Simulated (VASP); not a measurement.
**Ga: relaxation of cell and atoms with PBE**

The system is Ga.

```xyz
1
Lattice="-1.4260 1.4260 1.4260 1.4260 -1.4260 1.4260 1.4260 1.4260 -1.4260" Properties=species:S:1:pos:R:3 pbc="T T T"
Ga    0.0000    0.0000    0.0000
```

This isn't the form of Ga at room conditions, which is orthorhombic.

| Property | Result |
| --- | --- |
| Program | VASP 6.6.1 |
| Task | relaxation of cell and atoms |
| Functional | PBE |
| Potentials or basis | VASP PAW PBE potentials, release 64 (Ga_d) |
| Cutoff | 600 eV |
| k mesh | 19 × 19 × 19 |
| Occupations | fermi-dirac, width 0.05 eV |
| Spin | no spin polarisation |
| Target pressure | 82 GPa |
| Dipole correction | no |
| Further INCAR settings | ALGO = Normal; EDIFF = 1e-06; IBRION = 2; EDIFFG = -0.005; NSW = 32; ISIF = 3 |

* Relaxed volume: 11.62 Å³/atom
* Relaxed cell: a = 2.471 Å, b = 2.471 Å, c = 2.471 Å, α = 109.47°, β = 109.47°, γ = 109.47°
* Space group after relaxing (to 0.1 Å): Im-3m (No. 229)
* Energy change on relaxing (the run minimises the enthalpy): -10.8 meV/atom
* Ionic steps: 3
* Pressure after relaxing: 82.0 GPa
* Band gap on the k mesh: zero (an odd number of electrons rules out a gap without spin polarisation)

Step by step:
| step | energy change (eV) | largest force (eV/Å) | pressure (GPa) | volume (Å³) |
| --- | --- | --- | --- | --- |
| 1 | 0.0000 | 0.0000 | 82.61 | 11.60 |
| 2 | -0.0376 | 0.0000 | 80.19 | 11.67 |
| 3 | -0.0108 | 0.0000 | 82.04 | 11.62 |

Final structure:
```xyz
1
Lattice="-1.4269 1.4269 1.4269 1.4269 -1.4269 1.4269 1.4269 1.4269 -1.4269" Properties=species:S:1:pos:R:3 pbc="T T T"
Ga    0.0000    0.0000    0.0000
```

Levels at points of the mesh, in eV from the Fermi level:
| k point | band 2 | band 3 | band 4 | band 5 | band 6 | band 7 | band 8 | band 9 | band 10 |
| --- | --- | --- | --- | --- | --- | --- | --- | --- | --- |
| (0.00, 0.00, 0.00) | -16.08 | -16.08 | -15.83 | -15.53 | -15.53 | 19.83 | 19.83 | 19.83 | 20.82 |

Run time: 76 s on 1 thread of Intel Xeon 8259CL (shared host), peak memory 0.16 GiB.

Caveat: the cell is relaxed towards a set pressure, so the run minimises the enthalpy, not the energy.
